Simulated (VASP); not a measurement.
Write the native input for VASP 6.6.1 that does the following.

| Property | Result |
| --- | --- |
| Task | single point |
| Functional | r2SCAN |
| Potentials or basis | VASP PAW PBE potentials, release 64 (B, As) |
| Cutoff | 520 eV |
| k mesh | 1 × 1 × 32 |
| Occupations | gaussian, width 0.05 eV |
| Spin | collinear spin |
| Starting moments | [0.5, 0.5] μB |
| Dipole correction | no |
| Further INCAR settings | ALGO = Normal; EDIFF = 1e-07; NBANDS = 15 |

System: BAs, a wire with vacuum.

```
B As
1.0
    10.70000    0.00000    0.00000
     0.00000    9.30000    0.00000
     0.00000    0.00000    2.42467
B As
1 1
Cartesian
  4.4917 4.6500 0.0000
  6.2083 4.6500 1.2123
```

One way to write it, as run:

POSCAR

```
BAs
1.0
   10.7000000000      0.0000000000      0.0000000000
    0.0000000000      9.3000000000      0.0000000000
    0.0000000000      0.0000000000      2.4246679913
B As
1 1
Direct
    0.4197874917      0.5000000000      0.0000000000
    0.5802125083      0.5000000000      0.5000000000
```

INCAR.step1

```
PREC = Accurate ; ENCUT = 520
ISMEAR = 0 ; SIGMA = 0.05
LREAL = F ; LASPH = T
NELM = 150 ; ISPIN = 2
MAGMOM = 0.5 0.5 ; NBANDS = 15
GGA = PE ; ALGO = Normal
EDIFF = 1E-4 ; LWAVE = T
LCHARG = F
```

INCAR.step2

```
PREC = Accurate ; ENCUT = 520
EDIFF = 1E-7 ; ISMEAR = 0
SIGMA = 0.05 ; LREAL = F
LASPH = T ; NELM = 150
ALGO = Normal ; ISIF = 2
LWAVE = F ; LCHARG = F
ISPIN = 2 ; MAGMOM = 0.5 0.5
LORBIT = 11 ; METAGGA = R2SCAN
LMIXTAU = T ; NBANDS = 15
ISTART = 1
```

KPOINTS

```
Automatic mesh
0
Gamma
  1 1 32
```

Potentials or basis: VASP PAW PBE potentials, release 64 (B, As).

Command:

```sh
$ cat potpaw_PBE.64/B/POTCAR potpaw_PBE.64/As/POTCAR > POTCAR
$ cp INCAR.step1 INCAR
$ mpirun -np 1 vasp_std > vasp.out
$ cp INCAR.step2 INCAR
$ mpirun -np 1 vasp_std > vasp.out
```

It gave:

| Item | Value |
| --- | --- |
| Largest force | 0.035 eV/Å |
| Net moment | 0.25 μB per cell |
| Site moments | B +0.11; As +0.03 μB |
| Valence electrons inside the program's atomic spheres | B 1.51; As 2.83 |

Caveat: the PAW data sets were made with another functional, which shifts forces and pressure a little.

Wall time 9.1 min on 1 thread of Intel(R) Xeon(R) 6975P-C (Granite Rapids), on a shared host, peak memory 0.51 GiB.
